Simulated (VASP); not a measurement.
Set up this calculation in VASP 6.6.1, as the native input.

| Quantity | Value |
| --- | --- |
| Task | single point |
| Functional | r2SCAN |
| Potentials or basis | VASP PAW PBE potentials, release 64 (K_sv, F) |
| Cutoff | 520 eV |
| k mesh | 8 × 8 × 8 |
| Occupations | gaussian, width 0.01 eV |
| Spin | no spin polarisation |
| Dipole correction | no |
| Further INCAR settings | ALGO = Normal; EDIFF = 1e-06; NBANDS = 15 |

Crystal: KF (Carobbiite).

```xyz
2
Lattice="2.6455 2.6455 0.0000 -2.6455 2.6455 0.0000 0.0000 2.6455 2.6668" Properties=species:S:1:pos:R:3 pbc="T T T"
K     0.0000    0.0000    0.0000
F     0.0000    2.6455    0.0000
```

This cell differs from its parent crystal: in-plane strain -0.005.

The input as run:

POSCAR

```
KF
1.0
    2.6455011671      2.6455011671      0.0000000000
   -2.6455011671      2.6455011671      0.0000000000
    0.0000000000      2.6455011671      2.6667715282
K F
1 1
Direct
    0.0000000000      0.0000000000      0.0000000000
    0.5000000000      0.5000000000      0.0000000000
```

INCAR.step1

```
PREC     = Accurate       # precision mode
ENCUT    = 520            # plane-wave cutoff, eV
ISMEAR   = 0              # smearing method
SIGMA    = 0.01           # smearing width, eV
LREAL    = F              # projectors in reciprocal space
LASPH    = T              # aspherical terms in the spheres
NELM     = 100            # most SCF steps
NBANDS   = 15             # bands
GGA      = PE             # functional
ALGO     = Normal         # electronic algorithm
EDIFF    = 1E-4           # SCF threshold, eV
LWAVE    = T              # write WAVECAR
LCHARG   = F              # write CHGCAR
```

INCAR.step2

```
PREC     = Accurate       # precision mode
ENCUT    = 520            # plane-wave cutoff, eV
EDIFF    = 1E-6           # SCF threshold, eV
ISMEAR   = 0              # smearing method
SIGMA    = 0.01           # smearing width, eV
LREAL    = F              # projectors in reciprocal space
LASPH    = T              # aspherical terms in the spheres
NELM     = 100            # most SCF steps
ALGO     = Normal         # electronic algorithm
ISIF     = 2              # what is computed and relaxed
LWAVE    = F              # write WAVECAR
LCHARG   = T              # write CHGCAR
METAGGA  = R2SCAN         # meta-GGA
LMIXTAU  = T            
LELF     = T              # ELF
LVHAR    = T            
NBANDS   = 15             # bands
ISTART   = 1
```

KPOINTS

```
Automatic mesh
0
Gamma
  8 8 8
```

Potentials or basis: VASP PAW PBE potentials, release 64 (K_sv, F).

The run is started by

```bash
$ cat potpaw_PBE.64/K_sv/POTCAR potpaw_PBE.64/F/POTCAR > POTCAR
$ cp INCAR.step1 INCAR
$ mpirun -np 1 vasp_std > vasp.out
$ cp INCAR.step2 INCAR
$ mpirun -np 1 vasp_std > vasp.out
```

It gave:

* Pressure: 0.2 GPa
* Band gap on the k mesh: 6.94 eV, direct

Caveat: the cell differs from its parent crystal (in-plane strain -0.005); the PAW data sets were made with another functional, which shifts forces and pressure a little.

It took 3 min on 1 thread of Intel Xeon 8259CL, on a shared host, peak memory 0.18 GiB.
